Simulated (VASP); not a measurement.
Input of a VASP 6.6.1 run:

INCAR

```
PREC = Accurate
ENCUT = 520
EDIFF = 1E-7
ISMEAR = 0
SIGMA = 0.05
LREAL = Auto
LASPH = T
NELM = 150
ALGO = Normal
ISIF = 2
LWAVE = F
LCHARG = F
ISPIN = 2
MAGMOM = 0 0 0 0 0 0 0 0 0 0 0 0 0 0 0 0 0
LORBIT = 11
GGA = PE
IVDW = 12
NBANDS = 56
```

KPOINTS

```
regular mesh
0
Gamma
  2 2 2
```

Contents of POSCAR:

```
GaSi16
1.0
    0.0000000000      5.4300000000      5.4300000000
    5.4300000000      0.0000000000      5.4300000000
    5.4300000000      5.4300000000      0.0000000000
Si Ga
16 1
Direct
    0.0092193370      0.0093948435     -0.0279077348
    0.1204994475      0.1206731123      0.1214392265
    0.0005463168      0.0007203499      0.4944908840
    0.1329657459      0.1331370166      0.6008506446
   -0.0263689687      0.5087328729      0.0089802026
    0.1204995396      0.6374879374      0.1214382136
    0.0005477901      0.5043313996      0.4944903315
    0.1158061694      0.6274719153      0.6293389503
    0.5085596685     -0.0261653775      0.0089666667
    0.6373150092      0.1206770718      0.1214291897
    0.5041630755      0.0007253223      0.4944774401
    0.6272932781      0.1160015654      0.6293229282
    0.5085848987      0.5087406998      0.0089629834
    0.6130804788      0.6132863720      0.1604668508
    0.4917619705      0.4919542357      0.5244249540
    0.6272994475      0.6274769797      0.6293195212
    0.3593003683      0.3595128913      0.9218127072
```

Potentials or basis: VASP PAW PBE potentials, release 64 (Si, Ga_d).

Launch:

```sh
$ cat potpaw_PBE.64/Si/POTCAR potpaw_PBE.64/Ga_d/POTCAR > POTCAR
$ mpirun -np 1 vasp_std > vasp.out
```

Question: What does it give for the pressure?

Answer: 3.1 GPa.

Question: Estimate the net moment.

Answer: 0.00 μB per cell.

Question: What does it give for the dispersion energy per atom?

Answer: -0.331 eV.

Question: Predict the largest force.

Answer: 0.209 eV/Å.

Stress tensor (GPa, compression positive):
```
 3.08 -0.16  0.16
-0.16  3.08  0.16
 0.16  0.16  3.08
```

Caveat: the k points lie up to 0.50 Å⁻¹ apart.
